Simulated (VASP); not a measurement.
Set up this calculation in VASP 6.6.1, as the native input.

```
Task                   : single point
Functional             : PBE
Potentials or basis    : VASP PAW PBE potentials, release 64 (Fe_sv, O)
Cutoff                 : 600 eV
k mesh                 : 11 × 11 × 11
Occupations            : gaussian, width 0.025 eV
Spin                   : collinear spin, ferromagnetic start
Starting moments       : [3.0, 0.0] μB
Dipole correction      : no
Second run             : valence_matched
Further INCAR settings : ALGO = Normal; EDIFF = 1e-06; NBANDS = 22
```

The structure of FeO (Wuestite) lies in POSCAR:

```
FeO
1.0
    0.0000000000      2.1554000000      2.1554000000
    2.1554000000      0.0000000000      2.1554000000
    2.1554000000      2.1554000000      0.0000000000
Fe O
1 1
Direct
    0.0000000000      0.0000000000      0.0000000000
    0.5000000000      0.5000000000      0.5000000000
```

The input as run:

INCAR

```
SYSTEM = FeO
ALGO = Normal
EDIFF = 1E-6
ENCUT = 600
GGA = PE
GGA_COMPAT = .False.
ISIF = 2
ISMEAR = 0
ISPIN = 2
LASPH = .True.
LCHARG = .True.
LELF = .True.
LMAXMIX = 4
LORBIT = 11
LREAL = .False.
LVHAR = .True.
LWAVE = .False.
MAGMOM = 3 0
NBANDS = 22
NELM = 200
PREC = Accurate
SIGMA = 0.025
```

KPOINTS

```
k-points
0
Gamma
  11 11 11
  0 0 0
```

Potentials or basis: VASP PAW PBE potentials, release 64 (Fe_sv, O).

The run is started by

```sh
$ cat potpaw_PBE.64/Fe_sv/POTCAR potpaw_PBE.64/O/POTCAR > POTCAR
$ mpirun -np 1 vasp_std > vasp.out
```

Results of the run:

```json
{"Pressure": "-2.6 GPa", "Band gap on the k mesh": "zero (filled and empty bands overlap)", "Net moment": "4.00 μB per cell", "Site moments": "Fe +3.48; O +0.30 μB", "Valence electrons inside the program's atomic spheres": "Fe 13.61; O 4.99"}
```

Caveat: a cell with one magnetic atom can't hold antiferromagnetic order, which such compounds often take; semilocal functionals often make such compounds metallic where correlation or magnetic order opens a gap, which also shifts bond lengths.

Wall time 22 s on 1 thread of Intel(R) Xeon(R) 6975P-C (Granite Rapids), with other jobs on the host, peak memory 0.17 GiB.
